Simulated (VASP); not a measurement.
# TiO2 (kl) (C2/c) in VASP: a series of runs

The runs below take TiO2 (kl) through single point, relaxation of cell and atoms, with LDA.

Program: VASP 6.6.1. These are calculated values, not measurements. Logs are shortened: lines on timing, memory, paths and dates and some standing lists are left out, and cuts for length are marked.

## 1. The cell of the first run

The typed cell holds 6 atoms: a = 3.739 Å, b = 3.739 Å, c = 5.417 Å, α = 110.18°, β = 110.18°, γ = 90.00°.

## 2. Single point, LDA

INCAR

```
SYSTEM = TiO2
PREC     = Accurate       ! precision mode
ENCUT    = 520            ! plane-wave cutoff, eV
EDIFF    = 1E-6           ! SCF threshold, eV
ISMEAR   = 0              ! smearing method
SIGMA    = 0.02           ! smearing width, eV
LREAL    = .False.        ! projectors in reciprocal space
LASPH    = .True.         ! aspherical terms in the spheres
NELM     = 100            ! most SCF steps
ALGO     = Normal         ! electronic algorithm
ISIF     = 2              ! what is computed and relaxed
LWAVE    = .False.        ! write WAVECAR
LCHARG   = .False.        ! write CHGCAR
NBANDS   = 33             ! bands
```

KPOINTS

```
Automatic mesh
0
Gamma
  8 8 6
  0 0 0
```

POSCAR

```
TiO2
1.0
    2.6439386012     -2.6440001482     -0.0195962017
    2.6439386012      2.6440001482     -0.0195962017
   -2.6078382244      0.0000000000      4.7475278688
Ti O
2 4
Direct
    0.1250732464      0.8749267536      0.2500000000
    0.8749267536      0.1250732464      0.7500000000
    0.3329288856      0.0831105017      0.6659465375
    0.6670711144      0.9168894983      0.3340534625
    0.9168894983      0.6670711144      0.8340534625
    0.0831105017      0.3329288856      0.1659465375
```

Potentials or basis: VASP PAW LDA potentials, release 64 (Ti_sv, O).

Command:

```console
> cat potpaw_LDA.64/Ti_sv/POTCAR potpaw_LDA.64/O/POTCAR > POTCAR
> mpirun -np 1 vasp_std > vasp.out
```

OUTCAR:

```text
SYSTEM = TiO2
   PREC = Accurate
   ENCUT = 520
   EDIFF = 1E-6
   ISMEAR = 0
   LREAL = .False.
   LASPH = .True.
   NELM = 100
   ISIF = 2

 ion  position               nearest neighbor table
   1  0.125  0.875  0.250-   4 1.91   6 1.91   6 1.91   4 1.91   3 1.97   5 1.97
   2  0.875  0.125  0.750-   5 1.91   3 1.91   5 1.91   3 1.91   6 1.97   4 1.97
   3  0.333  0.083  0.666-   2 1.91   2 1.91   1 1.97
   4  0.667  0.917  0.334-   1 1.91   1 1.91   2 1.97
   5  0.917  0.667  0.834-   2 1.91   2 1.91   1 1.97
   6  0.083  0.333  0.166-   1 1.91   1 1.91   2 1.97

  LATTYP: Found a base centered monoclinic cell.
 ALAT       =     5.2880224425
 B/A-ratio  =     0.9999958120
 C/A-ratio  =     1.0243198500
 COS(beta)  =    -0.4879334349

  Lattice vectors:

 A1 = (   2.6439386012,  -2.6440001482,  -0.0195962017)
 A2 = (   2.6439386012,   2.6440001482,  -0.0195962017)
 A3 = (  -2.6078382244,   0.0000000000,   4.7475278688)

Analysis of symmetry for initial positions (statically):
=====================================================================
 Subroutine PRICEL returns:
 Original cell was already a primitive cell.

 Routine SETGRP: Setting up the symmetry group for a
 base centered monoclinic supercell.

 Subroutine GETGRP returns: Found  4 space group operations
 (whereof  2 operations were pure point group operations)
 out of a pool of  4 trial point group operations.

The static configuration has the point symmetry S_2 .
 The point group associated with its full space group is C_2h.

Analysis of symmetry for dynamics (positions and initial velocities):
=====================================================================
 Subroutine PRICEL returns:
 Original cell was already a primitive cell.

 Routine SETGRP: Setting up the symmetry group for a
 base centered monoclinic supercell.

 Subroutine GETGRP returns: Found  4 space group operations
 (whereof  2 operations were pure point group operations)
 out of a pool of  4 trial point group operations.

The dynamic configuration has the point symmetry S_2 .
 The point group associated with its full space group is C_2h.

 Subroutine INISYM returns: Found  4 space group operations
 (whereof  2 operations are pure point group operations),
 and found     1 'primitive' translations

----------------------------------------------------------------------------------------

                                     Primitive cell

  volume of cell :      66.1057

  direct lattice vectors                    reciprocal lattice vectors
     2.643938601 -2.644000148 -0.019596202     0.189884884 -0.189107402  0.104304613
     2.643938601  2.644000148 -0.019596202     0.189884884  0.189107402  0.104304613
    -2.607838224  0.000000000  4.747527869     0.001567562  0.000000000  0.211497010

  length of vectors
     3.739188698  3.739188698  5.416626355     0.287571437  0.287571437  0.211502819

  position of ions in fractional coordinates (direct lattice)
     0.125073246  0.874926754  0.250000000
     0.874926754  0.125073246  0.750000000
     0.332928886  0.083110502  0.665946537
     0.667071114  0.916889498  0.334053463
     0.916889498  0.667071114  0.834053463
     0.083110502  0.332928886  0.165946537

  ion indices of the primitive-cell ions
   primitive index   ion index
                 1           1
                 2           2
                 3           3
                 4           4
                 5           5
                 6           6

----------------------------------------------------------------------------------------

 KPOINTS: Automatic mesh

Automatic generation of k-mesh.
 Grid dimensions read from file:
 generate k-points for:    8    8    6

 Generating k-lattice:

  Cartesian coordinates                     Fractional coordinates (reciprocal lattice)
     0.023735610 -0.023638425  0.013038077     0.125000000 -0.000000000  0.000000000
     0.023735610  0.023638425  0.013038077    -0.000000000  0.125000000  0.000000000
     0.000261260  0.000000000  0.035249502     0.000000000  0.000000000  0.166666667

  Length of vectors
     0.035946430  0.035946430  0.035250470

  Shift w.r.t. Gamma in fractional coordinates (k-lattice)
     0.000000000  0.000000000  0.000000000

 Subroutine IBZKPT returns following result:
 ===========================================

 Found    114 irreducible k-points:

 Following reciprocal coordinates:
            Coordinates               Weight
  0.000000  0.000000  0.000000      1.000000
  0.125000  0.000000  0.000000      4.000000
  0.250000  0.000000  0.000000      4.000000
  0.375000  0.000000  0.000000      4.000000
  0.500000  0.000000  0.000000      2.000000
  0.125000  0.125000 -0.000000      2.000000
[... 16 lines left out ...]
  0.125000  0.000000  0.166667      4.000000
  0.250000  0.000000  0.166667      4.000000
 [... further k-points ...]
   k-points           NKPTS =    114   k-points in BZ     NKDIM =    114   number of bands    NBANDS=     33
   number of dos      NEDOS =    301   number of ions     NIONS =      6
   total plane-waves  NPLWV =  31360
   dimension x,y,z NGX =    28 NGY =   28 NGZ =   40
   dimension x,y,z NGXF=    56 NGYF=   56 NGZF=   80
   ions per type =               2   4
   NGX,Y,Z   is equivalent  to a cutoff of  12.45, 12.45, 12.28 a.u.
   NGXF,Y,Z  is equivalent  to a cutoff of  24.90, 24.90, 24.55 a.u.
 SYSTEM =  TiO2
   PREC   = accura    normal or accurate (medium, high low for compatibility)
   ISTART =      0    job   : 0-new  1-cont  2-samecut
   ICHARG =      2    charge: 1-file 2-atom 10-const
   ISPIN  =      1    spin polarized calculation?
   LNONCOLLINEAR =      F non collinear calculations
   LSORBIT =      F    spin-orbit coupling
   LASPH  =      T    aspherical Exc in radial PAW
   ENCUT  =  520.0 eV  38.22 Ry    6.18 a.u.   6.95  6.95 10.07*2*pi/ulx,y,z
   NELM   =    100;   NELMIN=  2; NELMDL= -5     # of ELM steps
   EDIFF  = 0.1E-05   stopping-criterion for ELM
   LREAL  =      F    real-space projection
   EDIFFG = 0.1E-04   stopping-criterion for IOM
   NSW    =      0    number of steps for IOM
   IBRION =     -1    ionic relax: 0-MD 1-quasi-New 2-CG
   NFREE  =      0    steps in history (QN), initial steepest desc. (CG)
   ISIF   =      2    stress and relaxation
   ISYM   =      2    0-nonsym 1-usesym 2-fastsym
   POTIM  = 0.5000    time-step for ionic-motion
   TEBEG  =    0.0;   TEEND  =   0.0 temperature during run
   PSTRESS=    0.0 pullay stress
   NELECT =      48.0000    total number of electrons
   NUPDOWN=      -1.0000    fix difference up-down
   EMIN   =  10.00;   EMAX   =-10.00  energy-range for DOS
   EFERMI =   0.00;   METHOD = LEGACY
   ISMEAR =     0;   SIGMA  =   0.02  broadening in eV -4-tet -1-fermi 0-gaus
   EFERMI_NEDOS =   21; number of points for ismear=-14 and -15
   IALGO  =     38    algorithm
   IMIX   =      4    mixing-type and parameters
     AMIX     =   0.40;   BMIX     =  1.00
     AMIX_MAG =   1.60;   BMIX_MAG =  1.00
  volume/ion in A,a.u.               =      11.02        74.35
  Fermi-wavevector in a.u.,A,eV,Ry     =   1.471439  2.780617 29.458434  2.165134
  Thomas-Fermi vector in A             =   2.586575
   LORBIT       =      0    0 simple, 1 ext, 2 COOP (PROOUT), +10 PAW based schemes
   GGA     = CA    functional components
   LHFCALC =     F    Hartree Fock is set to
   AEXX    =    0.0000 exact exchange contribution
   IVDW    =     0    specifies the selected vdW correction
   LEPSILON=     F    determine dielectric tensor
   LRPA    =     F    only Hartree local field effects (RPA)
 non-spin polarized calculation
 Gauss-broadening in eV      SIGMA  =   0.02
  energy-cutoff  :      520.00
  volume of cell :       66.11
 maximum number of plane-waves:      1798
   NGX = 13   NGY = 13   NGZ = 21

 number of electron      47.9999995 magnetization

 Free energy of the ion-electron system (eV)
  ---------------------------------------------------
  ext. energy  EPLUGINS =         0.00000000
  ---------------------------------------------------
  free energy    TOTEN  =       -58.83485964 eV

  energy without entropy =      -58.83485964  energy(sigma->0) =      -58.83485964

 E-fermi :   3.4860     XC(G=0): -11.4963

 val. band max:        3.3384848306   @ k =  -0.3750   0.3750   0.0000
 cond. band min:       5.4441648918   @ k =   0.0000   0.0000   0.0000
 fundamental gap:      2.1056800611
 Fermi energy:         3.4859776624

 k-point     1 :       0.0000    0.0000    0.0000
  band No.  band energies     occupation
      1     -52.1682      2.00000
      2     -52.0944      2.00000
      3     -29.0958      2.00000
      4     -28.8173      2.00000
      5     -28.8173      2.00000
      6     -28.7344      2.00000
[... 25 lines left out ...]
     32       8.9693      0.00000
     33       9.0076      0.00000

 k-point     2 :       0.1250    0.0000    0.0000
  band No.  band energies     occupation
      1     -52.1657      2.00000
      2     -52.0960      2.00000
      3     -29.0906      2.00000
      4     -28.8407      2.00000
      5     -28.8190      2.00000
      6     -28.7442      2.00000
[... 25 lines left out ...]
     32       9.1319      0.00000
     33       9.4160      0.00000

 k-point     3 :       0.2500    0.0000    0.0000
  band No.  band energies     occupation
      1     -52.1590      2.00000
      2     -52.1007      2.00000
      3     -29.0789      2.00000
      4     -28.8946      2.00000
      5     -28.8227      2.00000
      6     -28.7638      2.00000
[... 25 lines left out ...]
     32       9.5130      0.00000
     33       9.8992      0.00000

 k-point     4 :       0.3750    0.0000    0.0000
  band No.  band energies     occupation
      1     -52.1509      2.00000
      2     -52.1067      2.00000
      3     -29.0674      2.00000
      4     -28.9484      2.00000
      5     -28.8258      2.00000
      6     -28.7757      2.00000
[... 673 lines left out ...]
     32       8.9402      0.00000
     33       9.0256      0.00000

 k-point    23 :       0.1250    0.0000    0.1667
  band No.  band energies     occupation
      1     -52.1576      2.00000
      2     -52.1042      2.00000
      3     -29.0423      2.00000
      4     -28.8556      2.00000
      5     -28.8305      2.00000
      6     -28.7341      2.00000
[... 25 lines left out ...]
     32       9.2626      0.00000
     33       9.3399      0.00000

 k-point    24 :       0.2500    0.0000    0.1667
  band No.  band energies     occupation
      1     -52.1495      2.00000
      2     -52.1103      2.00000
      3     -29.0269      2.00000
      4     -28.9129      2.00000
      5     -28.8325      2.00000
      6     -28.7590      2.00000
[... 25 lines left out ...]
     32       9.5934      0.00000
     33       9.7297      0.00000

 [... further k-points ...]
[... 5 lines left out ...]
  --------------------------------------------------------------------------------------
  -------------------------------------------------------------------------------------
  Total        0.5416183      0.5413222      0.5216930      0.0000000      0.0000000     -0.0007262
  in kB       13.1269948     13.1198174     12.6440733      0.0000000      0.0000000     -0.0176008
  external PRESSURE =      12.9636285 kB  Pullay stress =       0.0000000 kB

 VOLUME and BASIS-vectors are now :
 -----------------------------------------------------------------------------
  energy-cutoff  :      520.00
  volume of cell :       66.11
      direct lattice vectors                 reciprocal lattice vectors
     2.643938601 -2.644000148 -0.019596202     0.189884884 -0.189107402  0.104304613
     2.643938601  2.644000148 -0.019596202     0.189884884  0.189107402  0.104304613
    -2.607838224  0.000000000  4.747527869     0.001567562  0.000000000  0.211497010

 POSITION                                       TOTAL-FORCE (eV/Angst)
 -----------------------------------------------------------------------------------
      1.99198      1.98261      1.16729         0.000000      0.000447      0.000000
      0.68806     -1.98261      3.54105        -0.000000     -0.000447      0.000000
     -0.63670     -0.66052      3.15345         0.000005     -0.000471      0.033526
      3.31674      0.66052      1.55489        -0.000005      0.000471     -0.033526
      2.01282     -0.66052      3.92865        -0.000005     -0.000471     -0.033526
      0.66722      0.66052      0.77968         0.000005      0.000471      0.033526
 -----------------------------------------------------------------------------------
    total drift:                                0.000000     -0.000000      0.000000

  FREE ENERGIE OF THE ION-ELECTRON SYSTEM (eV)
  ---------------------------------------------------
  free  energy   TOTEN  =       -58.8348596410 eV

  energy  without entropy=      -58.8348596410  energy(sigma->0) =      -58.83485964
```

It took 1.8 min on 1 thread of Intel Xeon Platinum 8559C (Emerald Rapids), shared host; peak memory 0.28 GiB.

What came out:

```
Free energy            : -58.8349 eV
Pressure               : 1.3 GPa
Largest force          : 0.034 eV/Å
Band gap on the k mesh : 2.11 eV, indirect (least direct gap 2.42 eV)
```

Forces on the atoms (eV/Å):
```
Ti   0.000  0.000  0.000
Ti   0.000  0.000  0.000
O    0.000  0.000  0.034
O    0.000  0.000 -0.034
O    0.000  0.000 -0.034
O    0.000  0.000  0.034
```

Levels at points of the mesh, in eV from the valence-band top:
```tsv
k point	band 20	band 21	band 22	band 23	band 24	band 25	band 26	band 27	band 28	band 29
(0.00, 0.00, 0.00)	-0.75	-0.73	-0.73	-0.47	-0.47	2.11	2.91	4.14	4.14	4.16
(0.50, 0.00, 0.00)	-2.06	-2.01	-1.00	-0.78	-0.62	3.32	3.67	3.68	3.79	4.46
(0.50, 0.50, 0.00)	-2.72	-2.14	-2.14	0.00	0.00	3.44	3.44	3.96	3.96	5.12
(0.00, 0.00, 0.50)	-1.36	-1.25	-1.25	-0.07	-0.07	2.49	2.49	3.90	3.90	4.40
(0.50, 0.00, 0.50)	-2.06	-2.01	-1.00	-0.78	-0.62	3.32	3.67	3.68	3.79	4.46
(0.50, 0.50, 0.50)	-2.72	-2.14	-2.14	0.00	0.00	3.44	3.44	3.96	3.96	5.12
```

A k mesh can miss the band edges.

## 3. Relaxation of cell and atoms, LDA

INCAR

```
SYSTEM = TiO2
  PREC = Accurate
  ENCUT = 600
  EDIFF = 1E-7
  ISMEAR = 0
  SIGMA = 0.02
  LREAL = .False.
  LASPH = .True.
  NELM = 100
  ALGO = Normal
  ISIF = 3
  LWAVE = .False.
  LCHARG = .False.
  GGA = CA
  IBRION = 2
  NSW = 100
  EDIFFG = -0.002
```

KPOINTS is that of step 2.

POSCAR

```
TiO2
1.0
    2.6439701321     -2.6439844111     -0.0194578659
    2.6439701321      2.6439844111     -0.0194578659
   -2.6076204607      0.0000000000      4.7475905579
Ti O
2 4
Direct
    0.1250838996      0.8749161004      0.2500000000
    0.8749161004      0.1250838996      0.7500000000
    0.3329229602      0.0831208405      0.6659429199
    0.6670770398      0.9168791595      0.3340570801
    0.9168791595      0.6670770398      0.8340570801
    0.0831208405      0.3329229602      0.1659429199
```

Potentials or basis: VASP PAW LDA potentials, release 64 (Ti_sv, O).

Command:

```console
> cat potpaw_LDA.64/Ti_sv/POTCAR potpaw_LDA.64/O/POTCAR > POTCAR
> mpirun -np 1 vasp_std > vasp.out
```

Wall time 14 min (1 thread of Intel Xeon Platinum 8559C (Emerald Rapids), shared host); peak memory 0.34 GiB.

The run converged. Its results:

| Property | Result |
| --- | --- |
| Free energy | -58.8460 eV |
| Relaxed volume | 11.06 Å³/atom |
| Relaxed cell | a = 3.746 Å, b = 3.746 Å, c = 5.419 Å, α = 110.22°, β = 110.22°, γ = 90.00° |
| Space group after relaxing (to 0.05 Å) | I4_1/amd (No. 141) |
| Energy gained by relaxing | 0.2 meV/atom |
| Ionic steps | 14 |
| Pressure after relaxing | 0.0 GPa |
| Band gap on the k mesh | 2.09 eV, indirect (least direct gap 2.41 eV) |

Step by step:
| step | energy change (eV) | largest force (eV/Å) | pressure (GPa) | volume (Å³) |
| --- | --- | --- | --- | --- |
| 1 | 0.0000 | 0.0318 | 1.01 | 66.11 |
| 2 | 0.0010 | 0.0507 | -1.43 | 66.78 |
| 3 | -0.0009 | 0.0024 | 0.00 | 66.38 |
| 4 | -0.0009 | 0.0017 | 0.01 | 66.38 |
| 5 | -0.0009 | 0.0064 | 0.01 | 66.38 |
| 6 | -0.0009 | 0.0065 | 0.01 | 66.38 |
| 7 | -0.0009 | 0.0045 | -0.02 | 66.39 |
| 8 | -0.0009 | 0.0007 | -0.08 | 66.40 |
| 9 | -0.0009 | 0.0006 | -0.07 | 66.39 |
| 10 | -0.0009 | 0.0006 | -0.06 | 66.38 |
| 11 | -0.0009 | 0.0011 | -0.02 | 66.36 |
| 12 | -0.0009 | 0.0027 | 0.10 | 66.31 |
| 13 | -0.0009 | 0.0013 | 0.02 | 66.35 |
| 14 | -0.0009 | 0.0011 | 0.01 | 66.35 |

Final structure:
```cif
data_structure
_symmetry_space_group_name_H-M 'P 1'
_symmetry_Int_Tables_number 1
_cell_length_a 3.7463
_cell_length_b 3.7463
_cell_length_c 5.4192
_cell_angle_alpha 110.218
_cell_angle_beta 110.218
_cell_angle_gamma 90.002
_cell_volume 66.35
loop_
_atom_site_label
_atom_site_type_symbol
_atom_site_fract_x
_atom_site_fract_y
_atom_site_fract_z
_atom_site_occupancy
Ti1 Ti 0.12504 0.87496 0.25000 1
Ti2 Ti 0.87496 0.12504 0.75000 1
O1 O 0.33320 0.08332 0.66644 1
O2 O 0.66680 0.91668 0.33356 1
O3 O 0.91668 0.66680 0.83356 1
O4 O 0.08332 0.33320 0.16644 1
```

Levels at points of the mesh, in eV from the valence-band top:
```
           k point  band 21  band 22  band 23  band 24  band 25  band 26  band 27  band 28
(0.00, 0.00, 0.00)    -0.73    -0.73    -0.47    -0.47     2.09     2.89     4.09     4.09
(0.50, 0.00, 0.00)    -2.00    -0.99    -0.79    -0.62     3.30     3.64     3.66     3.77
(0.50, 0.50, 0.00)    -2.14    -2.14     0.00     0.00     3.42     3.42     3.94     3.94
(0.00, 0.00, 0.50)    -1.25    -1.25    -0.08    -0.08     2.47     2.47     3.87     3.87
(0.50, 0.00, 0.50)    -2.00    -0.99    -0.79    -0.62     3.30     3.64     3.66     3.77
(0.50, 0.50, 0.50)    -2.14    -2.14     0.00     0.00     3.42     3.42     3.94     3.94
```

A k mesh can miss the band edges. LDA gaps usually lie below the measured ones, often by a third to a half.

## 4. Single point, LDA

INCAR

```
  ALGO = Normal
  EDIFF = 1E-6
  ENCUT = 520
  ISIF = 2
  ISMEAR = 0
  LASPH = T
  LCHARG = F
  LREAL = F
  LWAVE = F
  NBANDS = 33
  NELM = 100
  PREC = Accurate
  SIGMA = 0.02
```

KPOINTS

```
k-points
0
Gamma
  8 8 6
```

POSCAR

```
TiO2
1.0
    2.6439386012     -2.6440001482     -0.0195962017
    2.6439386012      2.6440001482     -0.0195962017
   -2.6078382244      0.0000000000      4.7475278688
Ti O
2 4
Direct
    0.1250732464      0.8749267536      0.2500000000
    0.8749267536      0.1250732464      0.7500000000
    0.3329288856      0.0831105017      0.6659465375
    0.6670711144      0.9168894983      0.3340534625
    0.9168894983      0.6670711144      0.8340534625
    0.0831105017      0.3329288856      0.1659465375
```

Command:

```console
> cat potpaw_LDA.64/Ti_sv/POTCAR potpaw_LDA.64/O/POTCAR > POTCAR
> mpirun -np 1 vasp_std > vasp.out
```

Wall time 1.9 min (1 thread of Intel Xeon Platinum 8559C (Emerald Rapids), shared host); peak memory 0.29 GiB.

It converged, with:

```
Free energy            : -58.8349 eV
Pressure               : 1.3 GPa
Largest force          : 0.034 eV/Å
Band gap on the k mesh : 2.11 eV, indirect (least direct gap 2.42 eV)
```

Forces on the atoms (eV/Å):
```
Ti   0.000  0.000  0.000
Ti   0.000  0.000  0.000
O    0.000  0.000  0.034
O    0.000  0.000 -0.034
O    0.000  0.000 -0.034
O    0.000  0.000  0.034
```

Levels at points of the mesh, in eV from the valence-band top:
```
           k point  band 21  band 22  band 23  band 24  band 25  band 26  band 27  band 28
(0.00, 0.00, 0.00)    -0.73    -0.73    -0.47    -0.47     2.11     2.91     4.14     4.14
(0.50, 0.00, 0.00)    -2.01    -1.00    -0.78    -0.62     3.32     3.67     3.68     3.79
(0.50, 0.50, 0.00)    -2.14    -2.14     0.00     0.00     3.44     3.44     3.96     3.96
(0.00, 0.00, 0.50)    -1.25    -1.25    -0.07    -0.07     2.49     2.49     3.90     3.90
(0.50, 0.00, 0.50)    -2.01    -1.00    -0.78    -0.62     3.32     3.67     3.68     3.79
(0.50, 0.50, 0.50)    -2.14    -2.14     0.00     0.00     3.44     3.44     3.96     3.96
```
